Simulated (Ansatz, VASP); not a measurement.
**Two plane-wave programs on Sc**

INCAR

```
SYSTEM = Sc
PREC     = Accurate       ! precision mode
ENCUT    = 520            ! plane-wave cutoff, eV
EDIFF    = 1E-6           ! SCF threshold, eV
ISMEAR   = 0              ! smearing method
SIGMA    = 0.15           ! smearing width, eV
LREAL    = .False.        ! projectors in reciprocal space
LASPH    = .True.         ! aspherical terms in the spheres
NELM     = 60             ! most SCF steps
ALGO     = Fast           ! electronic algorithm
ISIF     = 2              ! what is computed and relaxed
LWAVE    = .False.        ! write WAVECAR
LCHARG   = .False.        ! write CHGCAR
GGA      = PS             ! functional
NBANDS   = 18             ! bands
```

File KPOINTS:

```
Automatic mesh
0
Gamma
  18 18 10
  0 0 0
```

Contents of POSCAR:

```
Sc
1.0
    3.3087978973      0.0000000000      0.0000000000
   -1.6543989486      2.8655030350      0.0179093940
    0.0000000000      0.0329250000      5.2680000000
Sc
2
Direct
    0.3333333333      0.6666666667      0.2500000000
    0.6666666667      0.3333333333      0.7500000000
```

Input for Ansatz:

```yaml
crystal:
  lattice:
    - [3.3087978973, 0.0, 0.0]
    - [-1.6543989486, 2.865503035, 0.017909394]
    - [0.0, 0.032925, 5.268]
  atoms:
    - { symbol: Sc, position: [0.3333333333, 0.6666666667, 0.25] }
    - { symbol: Sc, position: [0.6666666667, 0.3333333333, 0.75] }
basis:
  ecutwfc: 420
kpoints:
  mp_grid: { grid: [18, 18, 10] }
hamiltonian:
  xc: pbesol
scf:
  occupations: { method: gaussian, width: 0.15 }
output:
  forces: true
  stress: true
  eigenvalues: true
```

Change from the starting cell: strain +0.0125 x Voigt [0, 0, 0, 1, 0, 0], atoms carried along.

Alike in both runs: task single point; functional PBEsol; k mesh 18 × 18 × 10; occupations gaussian, width 0.15 eV; no spin polarisation.

|  | VASP | Ansatz |
| --- | --- | --- |
| version | VASP 6.6.1 | Ansatz 0.2.0 |
| potentials or method | VASP PAW PBE potentials, release 64 (Sc_sv), cutoff 520 eV | scalar-relativistic, plane waves, PAW |
| valence electrons in the cell | 22 | 22 |

```tsv
	VASP	Ansatz	Ansatz less VASP
gap on the k mesh at the Fermi level (eV)	none	none	-
pressure (GPa)	-2.7	-2.8	-0.02
traceless stress, the component that is largest in VASP (GPa)	-1.07	-1.07	+0.001
```

VASP's potentials were made for PBE, not for PBEsol. A gap of «none» marks a metal or a gap that the smearing closes.
